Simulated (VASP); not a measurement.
# Li2H (P-3m1) in VASP: a series of runs

The runs below take Li2H through relaxation of cell and atoms, with PBE.

Program: VASP 6.6.1. These are calculated values, not measurements. Logs are shortened: lines on timing, memory, paths and dates and some standing lists are left out, and cuts for length are marked.

## Step 1: The cell of the first run

It takes space group P-3m1 (No. 164, trigonal). Conventional cell: a = 2.837 Å, b = 2.837 Å, c = 4.988 Å, α = 90.00°, β = 90.00°, γ = 120.00°. Li (site symmetry 3m) has 3 H at 2.02 Å within 2.7 Å. H (site symmetry -3m) has 6 Li at 2.02 Å within 2.7 Å.

## Step 2: Relaxation of cell and atoms, PBE

File INCAR:

```
  PREC = Accurate
  ENCUT = 600
  EDIFF = 1E-6
  ISMEAR = -1
  SIGMA = 0.15
  LREAL = False
  LASPH = True
  NELM = 100
  ALGO = Normal
  ISIF = 3
  LWAVE = False
  LCHARG = False
  GGA = PE
  IBRION = 2
  NSW = 80
  EDIFFG = -0.001
```

File KPOINTS:

```
Automatic mesh
0
Gamma
  18 18 10
```

File POSCAR:

```
Li2H
1.0
    2.8373628462      0.0000000000      0.0000000000
   -1.4186814231      2.4572283046      0.0000000000
    0.0000000000      0.0000000000      4.9884684487
Li H
2 1
Direct
    0.3333333333      0.6666666667      0.2642952140
    0.6666666667      0.3333333333      0.7357047860
    0.0000000000      0.0000000000      0.5000000000
```

Potentials or basis: VASP PAW PBE potentials, release 64 (Li_sv, H).

Run with:

```bash
> cat potpaw_PBE.64/Li_sv/POTCAR potpaw_PBE.64/H/POTCAR > POTCAR
> mpirun -np 1 vasp_std > vasp.out
```

OUTCAR:

```text
PREC = Accurate
   ENCUT = 600
   EDIFF = 1E-6
   ISMEAR = -1
   LREAL = False
   LASPH = True
   NELM = 100
   ISIF = 3
   GGA = PE
   IBRION = 2
   NSW = 80
   EDIFFG = -0.001

 ion  position               nearest neighbor table
   1  0.333  0.667  0.264-
   2  0.667  0.333  0.736-
   3  0.000  0.000  0.500-

  LATTYP: Found a hexagonal cell.
 ALAT       =     2.8373628462
 C/A-ratio  =     1.7581355361

  Lattice vectors:

 A1 = (   2.8373628462,   0.0000000000,   0.0000000000)
 A2 = (  -1.4186814231,   2.4572283046,   0.0000000000)
 A3 = (   0.0000000000,   0.0000000000,   4.9884684487)

Analysis of symmetry for initial positions (statically):
=====================================================================
 Subroutine PRICEL returns:
 Original cell was already a primitive cell.

 Routine SETGRP: Setting up the symmetry group for a
 hexagonal supercell.

 Subroutine GETGRP returns: Found 12 space group operations
 (whereof 12 operations were pure point group operations)
 out of a pool of 24 trial point group operations.

The static configuration has the point symmetry D_3d.

Analysis of symmetry for dynamics (positions and initial velocities):
=====================================================================
 Subroutine PRICEL returns:
 Original cell was already a primitive cell.

 Routine SETGRP: Setting up the symmetry group for a
 hexagonal supercell.

 Subroutine GETGRP returns: Found 12 space group operations
 (whereof 12 operations were pure point group operations)
 out of a pool of 24 trial point group operations.

The dynamic configuration has the point symmetry D_3d.

 Subroutine INISYM returns: Found 12 space group operations
 (whereof 12 operations are pure point group operations),
 and found     1 'primitive' translations

----------------------------------------------------------------------------------------

                                     Primitive cell

  volume of cell :      34.7798

  direct lattice vectors                    reciprocal lattice vectors
     2.837362846  0.000000000  0.000000000     0.352439943  0.203481296  0.000000000
    -1.418681423  2.457228305  0.000000000     0.000000000  0.406962592  0.000000000
     0.000000000  0.000000000  4.988468449     0.000000000  0.000000000  0.200462328

  length of vectors
     2.837362846  2.837362846  4.988468449     0.406962592  0.406962592  0.200462328

  position of ions in fractional coordinates (direct lattice)
     0.333333333  0.666666667  0.264295214
     0.666666667  0.333333333  0.735704786
     0.000000000  0.000000000  0.500000000

  ion indices of the primitive-cell ions
   primitive index   ion index
                 1           1
                 2           2
                 3           3

----------------------------------------------------------------------------------------

 KPOINTS: Automatic mesh

Automatic generation of k-mesh.
 Grid dimensions read from file:
 generate k-points for:   18   18   10

 Generating k-lattice:

  Cartesian coordinates                     Fractional coordinates (reciprocal lattice)
     0.019579997  0.011304516  0.000000000     0.055555556 -0.000000000  0.000000000
     0.000000000  0.022609033  0.000000000     0.000000000  0.055555556  0.000000000
     0.000000000  0.000000000  0.020046233     0.000000000  0.000000000  0.100000000

  Length of vectors
     0.022609033  0.022609033  0.020046233

  Shift w.r.t. Gamma in fractional coordinates (k-lattice)
     0.000000000  0.000000000  0.000000000

 Subroutine IBZKPT returns following result:
 ===========================================

 Found    330 irreducible k-points:

 Following reciprocal coordinates:
            Coordinates               Weight
  0.000000  0.000000  0.000000      1.000000
  0.055556  0.000000  0.000000      6.000000
  0.111111  0.000000  0.000000      6.000000
  0.166667  0.000000  0.000000      6.000000
  0.222222  0.000000  0.000000      6.000000
  0.277778  0.000000  0.000000      6.000000
[... 16 lines left out ...]
  0.333333  0.111111  0.000000     12.000000
  0.388889  0.111111  0.000000     12.000000
 [... further k-points ...]
   k-points           NKPTS =    330   k-points in BZ     NKDIM =    330   number of bands    NBANDS=      7
   number of dos      NEDOS =    301   number of ions     NIONS =      3
   total plane-waves  NPLWV =  23040
   dimension x,y,z NGX =    24 NGY =   24 NGZ =   40
   dimension x,y,z NGXF=    48 NGYF=   48 NGZF=   80
   ions per type =               2   1
   NGX,Y,Z   is equivalent  to a cutoff of  14.06, 14.06, 13.33 a.u.
   NGXF,Y,Z  is equivalent  to a cutoff of  28.12, 28.12, 26.66 a.u.
 SYSTEM =  unknown system
   PREC   = accura    normal or accurate (medium, high low for compatibility)
   ISTART =      0    job   : 0-new  1-cont  2-samecut
   ICHARG =      2    charge: 1-file 2-atom 10-const
   ISPIN  =      1    spin polarized calculation?
   LNONCOLLINEAR =      F non collinear calculations
   LSORBIT =      F    spin-orbit coupling
   LASPH  =      T    aspherical Exc in radial PAW
   ENCUT  =  600.0 eV  44.10 Ry    6.64 a.u.   5.67  5.67  9.96*2*pi/ulx,y,z
   NELM   =    100;   NELMIN=  2; NELMDL= -5     # of ELM steps
   EDIFF  = 0.1E-05   stopping-criterion for ELM
   LREAL  =      F    real-space projection
   EDIFFG = -.1E-02   stopping-criterion for IOM
   NSW    =     80    number of steps for IOM
   IBRION =      2    ionic relax: 0-MD 1-quasi-New 2-CG
   NFREE  =      1    steps in history (QN), initial steepest desc. (CG)
   ISIF   =      3    stress and relaxation
   ISYM   =      2    0-nonsym 1-usesym 2-fastsym
   POTIM  = 0.5000    time-step for ionic-motion
   TEBEG  =    0.0;   TEEND  =   0.0 temperature during run
   PSTRESS=    0.0 pullay stress
   NELECT =       7.0000    total number of electrons
   NUPDOWN=      -1.0000    fix difference up-down
   EMIN   =  10.00;   EMAX   =-10.00  energy-range for DOS
   EFERMI =   0.00;   METHOD = LEGACY
   ISMEAR =    -1;   SIGMA  =   0.15  broadening in eV -4-tet -1-fermi 0-gaus
   EFERMI_NEDOS =   21; number of points for ismear=-14 and -15
   IALGO  =     38    algorithm
   IMIX   =      4    mixing-type and parameters
     AMIX     =   0.40;   BMIX     =  1.00
     AMIX_MAG =   1.60;   BMIX_MAG =  1.00
  volume/ion in A,a.u.               =      11.59        78.24
  Fermi-wavevector in a.u.,A,eV,Ry     =   0.959397  1.812997 12.523379  0.920442
  Thomas-Fermi vector in A             =   2.088589
   LORBIT       =      0    0 simple, 1 ext, 2 COOP (PROOUT), +10 PAW based schemes
   GGA     = PE    functional components
   LHFCALC =     F    Hartree Fock is set to
   AEXX    =    0.0000 exact exchange contribution
   IVDW    =     0    specifies the selected vdW correction
   LEPSILON=     F    determine dielectric tensor
   LRPA    =     F    only Hartree local field effects (RPA)
 conjugate gradient relaxation of ions
 non-spin polarized calculation
  energy-cutoff  :      600.00
  volume of cell :       34.78
 maximum number of plane-waves:      1184
 NGX is ok and might be reduce to    24
   NGX = 11   NGY = 11   NGZ = 19

--------------------------------------- Ionic step        1  -------------------------------------------

 number of electron       6.9999995 magnetization

 Free energy of the ion-electron system (eV)
  ---------------------------------------------------
  ext. energy  EPLUGINS =         0.00000000
  ---------------------------------------------------
  free energy    TOTEN  =        -7.91722916 eV

  energy without entropy =       -7.87641020  energy(sigma->0) =       -7.89681968

------------------------ aborting loop because EDIFF is reached ----------------------------------------

  FORCE on cell =-STRESS in cart. coord.  units (eV):
  Direction    XX          YY          ZZ          XY          YZ          ZX
  --------------------------------------------------------------------------------------
  -------------------------------------------------------------------------------------
  Total       -0.0186806     -0.0186806     -0.0605100      0.0000000      0.0000000     -0.0000000
  in kB       -0.8605460     -0.8605460     -2.7874705      0.0000000      0.0000000     -0.0000000
  external PRESSURE =      -1.5028542 kB  Pullay stress =       0.0000000 kB
[... 59 lines left out ...]
  energy  without entropy=       -7.8764202649  energy(sigma->0) =       -7.89687308

--------------------------------------- Ionic step        3  -------------------------------------------

 number of electron       6.9999995 magnetization

 Free energy of the ion-electron system (eV)
  ---------------------------------------------------
  ext. energy  EPLUGINS =         0.00000000
  ---------------------------------------------------
  free energy    TOTEN  =        -7.91741390 eV

  energy without entropy =       -7.87632775  energy(sigma->0) =       -7.89687083

 E-fermi :   1.8595     XC(G=0):  -7.8593

 val. band max:        1.8593239305   @ k =   0.2222   0.1111   0.0000
 cond. band min:       1.8647293132   @ k =   0.3333   0.1111   0.3000
 fundamental gap:      0.0054053827
 Fermi energy:         1.8595065911

 k-point     1 :       0.0000    0.0000    0.0000
  band No.  band energies     occupation
      1     -44.9154      2.00000
      2     -44.8858      2.00000
      3      -5.3197      2.00000
      4      -0.0819      2.00000
      5       3.9526      0.00000
      6      13.7834      0.00000
      7      15.6604      0.00000
[... 221 lines left out ...]
 k-point    24 :       0.3889    0.1111    0.0000
  band No.  band energies     occupation
      1     -44.8761      2.00000
      2     -44.8669      2.00000
      3      -2.5827      2.00000
      4       2.7837      0.00421
      5       4.6680      0.00000
      6       6.5656      0.00000
      7       7.7608      0.00000

 [... further k-points ...]

------------------------ aborting loop because EDIFF is reached ----------------------------------------

  FORCE on cell =-STRESS in cart. coord.  units (eV):
  Direction    XX          YY          ZZ          XY          YZ          ZX
  --------------------------------------------------------------------------------------
  -------------------------------------------------------------------------------------
  Total       -0.0018258     -0.0018258     -0.0006328      0.0000000      0.0000000     -0.0000000
  in kB       -0.0845149     -0.0845149     -0.0292905      0.0000000      0.0000000     -0.0000000
  external PRESSURE =      -0.0661068 kB  Pullay stress =       0.0000000 kB
[... 18 lines left out ...]
  FREE ENERGIE OF THE ION-ELECTRON SYSTEM (eV)
  ---------------------------------------------------
  free  energy   TOTEN  =        -7.9174139043 eV

  energy  without entropy=       -7.8763277517  energy(sigma->0) =       -7.89687083

 reached required accuracy - stopping structural energy minimisation
```

It took 49 s on 1 thread of AMD EPYC 9R45 (Zen 5), shared host; peak memory 0.19 GiB.

Results:

* Free energy: -7.9174 eV
* Relaxed volume: 11.54 Å³/atom
* Relaxed cell: a = 2.835 Å, b = 2.835 Å, c = 4.974 Å, α = 90.00°, β = 90.00°, γ = 120.00°
* Space group after relaxing (to 0.1 Å): P-3m1 (No. 164)
* Energy gained by relaxing: 0.1 meV/atom
* Ionic steps: 3
* Pressure after relaxing: 0.0 GPa
* Band gap on the k mesh: zero (an odd number of electrons rules out a gap without spin polarisation)

The path:
```tsv
step	energy change (eV)	largest force (eV/Å)	pressure (GPa)	volume (Å³)
1	0.0000	0.0224	-0.15	34.78
2	-0.0001	0.0154	-0.10	34.73
3	-0.0002	0.0007	-0.01	34.61
```

Final structure:
```
Li H
1.0
     2.83474    0.00000    0.00000
    -1.41737    2.45496    0.00000
     0.00000    0.00000    4.97353
Li H
2 1
Direct
  0.33333 0.66667 0.26496
  0.66667 0.33333 0.73504
  0.00000 0.00000 0.50000
```

Caveat: the cutoff is under 1.25 times the usual one of these potentials, so pressure, stress and relaxed cells hold a basis-set (Pulay) error.

## Step 3: Relaxation of cell and atoms, PBE

File INCAR:

```
PREC = Accurate
ENCUT = 600
EDIFF = 1E-6
ISMEAR = 0
SIGMA = 0.1
LREAL = False
LASPH = True
NELM = 100
ALGO = Normal
ISIF = 3
LWAVE = False
LCHARG = False
GGA = PE
IBRION = 2
NSW = 100
EDIFFG = -0.01
```

File KPOINTS:

```
regular mesh
0
Gamma
  18 18 10
```

File POSCAR:

```
Li2H
1.0
    2.8429649377      0.0000000000      0.0000000000
   -1.4214824688      2.4620798581      0.0000000000
    0.0000000000      0.0000000000      4.9771650635
Li H
2 1
Direct
    0.3333333333      0.6666666667      0.2657927537
    0.6666666667      0.3333333333      0.7342072463
    0.0000000000      0.0000000000      0.5000000000
```

Potentials or basis: VASP PAW PBE potentials, release 64 (Li_sv, H).

Run with:

```bash
> cat potpaw_PBE.64/Li_sv/POTCAR potpaw_PBE.64/H/POTCAR > POTCAR
> mpirun -np 1 vasp_std > vasp.out
```

Run time: 53 s. Hardware: 1 thread of AMD EPYC 9R45 (Zen 5), shared host; peak memory 0.19 GiB.

Results (log left out):

| Property | Result |
| --- | --- |
| Free energy | -7.8985 eV |
| Relaxed volume | 11.54 Å³/atom |
| Relaxed cell | a = 2.831 Å, b = 2.831 Å, c = 4.986 Å, α = 90.00°, β = 90.00°, γ = 120.00° |
| Space group after relaxing (to 0.1 Å) | P-3m1 (No. 164) |
| Energy gained by relaxing | 0.2 meV/atom |
| Ionic steps | 3 |
| Pressure after relaxing | 0.0 GPa |
| Largest force after relaxing | 0.003 eV/Å |
| Band gap on the k mesh | zero (an odd number of electrons rules out a gap without spin polarisation) |

Forces on the atoms (eV/Å):
```
Li   0.000  0.000 -0.003
Li   0.000  0.000  0.003
H    0.000  0.000  0.000
```

Stress tensor (GPa, compression positive):
```
 0.01  0.00  0.00
 0.00  0.01  0.00
 0.00  0.00 -0.09
```

Step by step:
| step | energy change (eV) | largest force (eV/Å) | pressure (GPa) | volume (Å³) |
| --- | --- | --- | --- | --- |
| 1 | 0.0000 | 0.0376 | -0.17 | 34.84 |
| 2 | -0.0003 | 0.0283 | -0.13 | 34.78 |
| 3 | -0.0006 | 0.0033 | -0.03 | 34.61 |

Final structure:
```cif
data_structure
_symmetry_space_group_name_H-M 'P 1'
_symmetry_Int_Tables_number 1
_cell_length_a 2.8312
_cell_length_b 2.8312
_cell_length_c 4.9859
_cell_angle_alpha 90.000
_cell_angle_beta 90.000
_cell_angle_gamma 120.000
_cell_volume 34.61
loop_
_atom_site_label
_atom_site_type_symbol
_atom_site_fract_x
_atom_site_fract_y
_atom_site_fract_z
_atom_site_occupancy
Li1 Li 0.33333 0.66667 0.26448 1
Li2 Li 0.66667 0.33333 0.73552 1
H1 H 0.00000 0.00000 0.50000 1
```

Levels at points of the mesh, in eV from the Fermi level:
| k point | band 1 | band 2 | band 3 | band 4 | band 5 | band 6 | band 7 |
| --- | --- | --- | --- | --- | --- | --- | --- |
| (0.00, 0.00, 0.00) | -46.80 | -46.77 | -7.21 | -1.96 | 2.05 | 11.92 | 13.69 |
| (0.50, 0.00, 0.00) | -46.76 | -46.75 | -4.43 | 0.53 | 3.29 | 4.31 | 5.66 |
| (0.00, 0.00, 0.50) | -46.79 | -46.78 | -7.08 | -2.97 | 6.13 | 6.97 | 12.12 |
| (0.50, 0.00, 0.50) | -46.76 | -46.75 | -4.29 | 0.12 | 2.72 | 3.17 | 9.09 |

Caveat: the cutoff is under 1.25 times the usual one of these potentials, so pressure, stress and relaxed cells hold a basis-set (Pulay) error.
